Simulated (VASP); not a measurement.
# Na (P1) in VASP: further runs, part 2 of 2

VASP 6.6.1. The steps go on from the part before.

### Step 4. Single point, PBEsol (dynamics (nve) at 2600 K, volume x 1.1, from the last frame before)

File INCAR:

```
PREC     = Accurate       # precision mode
ENCUT    = 520            # plane-wave cutoff, eV
EDIFF    = 1E-6           # SCF threshold, eV
ISMEAR   = -1             # smearing method
SIGMA    = 0.2241         # smearing width, eV
LREAL    = Auto         
LASPH    = True           # aspherical terms in the spheres
NELM     = 100            # most SCF steps
ALGO     = Normal         # electronic algorithm
ISIF     = 2              # what is computed and relaxed
LWAVE    = False          # write WAVECAR
LCHARG   = True           # write CHGCAR
GGA      = PS             # functional
LELF     = True           # ELF
LVHAR    = True         
NBANDS   = 78             # bands
```

File KPOINTS:

```
Automatic mesh
0
Gamma
  2 2 2
  0.5 0.5 0.5
```

File POSCAR:

```
Na
1.0
    0.0000000000      6.7352531595      6.3526518305
   -5.8329003371     -3.3676265798      6.3526518305
    5.8329003371     -3.3676265798      6.3526518305
Na
18
Direct
    0.3120379553      0.6530610385      0.3023871230
    0.6475494134      0.6201423734      0.9382537576
    0.3346238097      0.3402981080      0.6104688479
    0.2375833338      0.9879902395      0.9738273025
    0.6482011819      0.2894536254      0.3200150939
    0.9727060678      0.6147379477      0.6065835138
    0.9559553882      0.3547404551      1.0034640371
    0.6417110376      1.0006017044      0.6112285163
    0.9939916212      0.9577939490      0.3559916213
    0.3396258177      0.7473796097      0.6823130085
    0.6986487498      0.7353823621      0.3428958001
    0.3871843963      0.3463042966      0.0335415380
    0.3825069569      0.0326344214      0.3596430946
    0.7040070830      0.3273131351      0.6812425494
    0.0008642549      0.6615888746      0.0501892631
    0.0886525815      0.2802324139      0.3374291738
    0.6693945379      0.0079833349      0.0406333013
   -0.0152441625      0.0423619008      0.7498924193
```

Potentials or basis: VASP PAW PBE potentials, release 64 (Na_pv).

Command:

```bash
$ cat potpaw_PBE.64/Na_pv/POTCAR > POTCAR
$ mpirun -np 1 vasp_std > vasp.out
```

OUTCAR:

```text
PREC = Accurate
   ENCUT = 520
   EDIFF = 1E-6
   ISMEAR = -1
   LREAL = Auto
   LASPH = True
   NELM = 100
   ISIF = 2
   GGA = PS

 ion  position               nearest neighbor table
   1  0.312  0.653  0.302-
   2  0.648  0.620  0.938-
   3  0.335  0.340  0.610-
   4  0.238  0.988  0.974-
   5  0.648  0.289  0.320-
   6  0.973  0.615  0.607-
[... 10 lines left out ...]
  17  0.669  0.008  0.041-
  18  0.985  0.042  0.750-

  LATTYP: Found a trigonal (rhomboedric) cell.
 ALAT       =     9.2584999002
 COS(alpha) =     0.2061876429

  Lattice vectors:

 A1 = (   0.0000000000,   6.7352531595,   6.3526518305)
 A2 = (  -5.8329003371,  -3.3676265798,   6.3526518305)
 A3 = (   5.8329003371,  -3.3676265798,   6.3526518305)

Analysis of symmetry for initial positions (statically):
[... 183 lines left out ...]

 E-fermi :   0.0222     XC(G=0):  -6.1902

 val. band max:       -0.0033381551   @ k =   0.2500  -0.2500   0.2500
 cond. band min:       0.0368685086   @ k =  -0.2500   0.2500   0.2500
 fundamental gap:      0.0402066636
 Fermi energy:         0.0221525934

 k-point     1 :       0.2500    0.2500    0.2500
  band No.  band energies     occupation
      1     -24.9950      2.00000
      2     -24.9893      2.00000
      3     -24.9763      2.00000
      4     -24.9755      2.00000
      5     -24.9664      2.00000
      6     -24.9654      2.00000
[... 301 lines left out ...]
     74       2.2572      0.00009
     75       2.3017      0.00008
 [bands above 75 left out]

------------------------ aborting loop because EDIFF is reached ----------------------------------------

  FORCE on cell =-STRESS in cart. coord.  units (eV):
  Direction    XX          YY          ZZ          XY          YZ          ZX
  --------------------------------------------------------------------------------------
  -------------------------------------------------------------------------------------
  Total       -0.8636126     -1.1205237     -2.5997429      0.7683696      0.2793267     -0.2000393
  in kB       -1.8480544     -2.3978214     -5.5632195      1.6442430      0.5977345     -0.4280664
  external PRESSURE =      -3.2696985 kB  Pullay stress =       0.0000000 kB

 VOLUME and BASIS-vectors are now :
 -----------------------------------------------------------------------------
  energy-cutoff  :      520.00
  volume of cell :      748.71
      direct lattice vectors                 reciprocal lattice vectors
     0.000000000  6.735253160  6.352651831     0.000000000  0.098981679  0.052471526
    -5.832900337 -3.367626580  6.352651831    -0.085720649 -0.049490840  0.052471526
     5.832900337 -3.367626580  6.352651831     0.085720649 -0.049490840  0.052471526

 POSITION                                       TOTAL-FORCE (eV/Angst)
 -----------------------------------------------------------------------------------
     -2.04545     -1.11594      8.05190        -0.043033      0.090129     -0.053724
      1.85551     -0.88669     14.01360        -0.086234     -0.151576      0.029921
      1.57588     -0.94805      8.16564         0.141217     -0.127618     -0.058681
     -0.08261     -5.00648     13.97203         0.065770      0.095631      0.231071
      0.17826      2.31334      7.98954        -0.213605      0.074400     -0.000303
     -0.04756      2.43847     13.93789         0.081266     -0.023999      0.045923
[... 10 lines left out ...]
      0.19044      4.34482      4.56127        -0.113776      0.043369      0.004671
      4.12695      3.96456     11.28873        -0.060300      0.164083     -0.095041
 -----------------------------------------------------------------------------------
    total drift:                                0.001338     -0.000757      0.001146

  FREE ENERGIE OF THE ION-ELECTRON SYSTEM (eV)
  ---------------------------------------------------
  free  energy   TOTEN  =       -24.5895627283 eV

  energy  without entropy=      -22.8152172630  energy(sigma->0) =      -23.70239000
```

stdout:

```text
POSCAR found type information on POSCAR Na
 POSCAR found :  1 types and      18 ions
 scaLAPACK will be used
 -----------------------------------------------------------------------------
|                                                                             |
|                                                                             |
|     You enforced a specific xc type in the INCAR file but a different       |
|     I HOPE YOU KNOW WHAT YOU ARE DOING!                                     |
|                                                                             |
 -----------------------------------------------------------------------------

 LDA part: xc-table for (Slater+PW92), standard interpolation
 POSCAR, INCAR and KPOINTS ok, starting setup
 FFT: planning ... GRIDC
 FFT: planning ... GRID_SOFT
 FFT: planning ... GRID
 WAVECAR not read
 entering main loop
```

Wall time 2.3 min (1 thread of Intel Xeon 6975P-C (Granite Rapids), shared host); peak memory 0.69 GiB.

Results:

```yaml
Free_energy: -24.5896 eV
Pressure: -0.3 GPa
Largest_force: 0.462 eV/Å
Band_gap_on_the_k_mesh: zero (band 63 reaches 0.17 eV, above the bottom of band 64 at -0.27 eV)
```

Forces on the atoms (eV/Å):
```
Na  -0.043  0.090 -0.054
Na  -0.086 -0.152  0.030
Na   0.141 -0.128 -0.059
Na   0.066  0.096  0.231
Na  -0.214  0.074  0.000
Na   0.081 -0.024  0.046
Na   0.136  0.234 -0.374
Na   0.272 -0.019 -0.047
Na  -0.026  0.005 -0.170
Na   0.111  0.029 -0.069
Na   0.247  0.006 -0.083
Na  -0.107 -0.033 -0.045
Na   0.072  0.051 -0.034
Na  -0.133 -0.112  0.190
Na  -0.192  0.022  0.302
Na  -0.151 -0.346  0.226
Na  -0.114  0.043  0.005
Na  -0.060  0.164 -0.095
```

Levels at points of the mesh, in eV from the Fermi level:
```csv
k point,band 58,band 59,band 60,band 61,band 62,band 63,band 64,band 65
"(0.25, 0.25, 0.25)",-1.48,-1.03,-0.98,-0.89,-0.80,-0.40,-0.29,-0.22
```

Caveat: the PAW data sets were made with another functional, which shifts forces and pressure a little.
